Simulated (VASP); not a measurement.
Set up this calculation in VASP 6.6.1, as the native input.

```
Task                   : single point
Functional             : PBE
Potentials or basis    : VASP PAW PBE potentials, release 64 (Fe, O)
Cutoff                 : 520 eV
k mesh                 : 10 × 10 × 10
Occupations            : gaussian, width 0.1 eV
Spin                   : collinear spin, ferromagnetic start
Starting moments       : [4.5, 0.0] μB
Dipole correction      : no
Further INCAR settings : ALGO = Normal; EDIFF = 1e-07; NBANDS = 18
```

The structure of FeO lies in POSCAR:

```
FeO
1.0
    1.5188200000      0.8768900000      2.5195800000
   -1.5188200000      0.8768900000      2.5195800000
    0.0000000000     -1.7537800000      2.5195800000
Fe O
1 1
Direct
    0.0000000000      0.0000000000      0.0000000000
    0.5000000000      0.5000000000      0.5000000000
```

One way to write it, as run:

INCAR

```
SYSTEM = FeO
PREC = Accurate
ENCUT = 520
EDIFF = 1E-7
ISMEAR = 0
SIGMA = 0.1
LREAL = .FALSE.
LASPH = .TRUE.
NELM = 150
ALGO = Normal
ISIF = 2
LWAVE = .FALSE.
LCHARG = .FALSE.
ISPIN = 2
MAGMOM = 4.5 0
LORBIT = 11
LMAXMIX = 4
GGA = PE
NBANDS = 18
```

KPOINTS

```
Automatic mesh
0
G
  10 10 10
  0 0 0
```

Potentials or basis: VASP PAW PBE potentials, release 64 (Fe, O).

Command:

```bash
$ cat potpaw_PBE.64/Fe/POTCAR potpaw_PBE.64/O/POTCAR > POTCAR
$ mpirun -np 1 vasp_std > vasp.out
```

Results of the run:

```yaml
Pressure: -1.2 GPa
Band_gap_on_the_k_mesh: zero (filled and empty bands overlap)
Net_moment: 4.00 μB per cell
Site_moments: Fe +3.62; O +0.30 μB
Valence_electrons_inside_the_program's_atomic_spheres: Fe 6.72; O 4.99
```

Caveat: a cell with one magnetic atom can't hold antiferromagnetic order, which such compounds often take; semilocal functionals often make such compounds metallic where correlation or magnetic order opens a gap, which also shifts bond lengths.

It took 83 s on 1 thread of Intel Xeon 8259CL (shared host), peak memory 0.2 GiB.
